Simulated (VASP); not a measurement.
Set up this calculation in VASP 6.6.1, as the native input.

| Quantity | Value |
| --- | --- |
| Task | single point |
| Functional | PBE |
| Potentials or basis | VASP PAW PBE potentials, release 64 (Ga_d, As) |
| Cutoff | 520 eV |
| k mesh | 12 × 12 × 12 |
| Occupations | gaussian, width 0.01 eV |
| Spin | no spin polarisation |
| Dipole correction | no |
| Further INCAR settings | ALGO = Normal; EDIFF = 1e-06; NBANDS = 16 |

The structure of GaAs lies in POSCAR:

```
GaAs
1.0
    0.0000000000      2.5846559917      2.5846559917
    2.5846559917      0.0000000000      2.5846559917
    2.5846559917      2.5846559917      0.0000000000
Ga As
1 1
Direct
    0.0000000000      0.0000000000      0.0000000000
    0.2500000000      0.2500000000      0.2500000000
```

These files were run (other wordings do the same):

INCAR

```
ALGO = Normal
EDIFF = 1E-6
ENCUT = 520
GGA = PE
ISIF = 2
ISMEAR = 0
LASPH = True
LCHARG = False
LREAL = False
LWAVE = False
NBANDS = 16
NELM = 100
PREC = Accurate
SIGMA = 0.01
```

KPOINTS

```
k-points
0
Gamma
  12 12 12
```

Potentials or basis: VASP PAW PBE potentials, release 64 (Ga_d, As).

Run with:

```sh
$ cat potpaw_PBE.64/Ga_d/POTCAR potpaw_PBE.64/As/POTCAR > POTCAR
$ mpirun -np 1 vasp_std > vasp.out
```

It gave:

```json
{
 "Pressure": "40.4 GPa",
 "Band gap on the k mesh": "0.81 eV, indirect (least direct gap 2.70 eV)"
}
```

It took 35 s on 1 thread of Intel Xeon 6975P-C, on a shared host, peak memory 0.19 GiB.
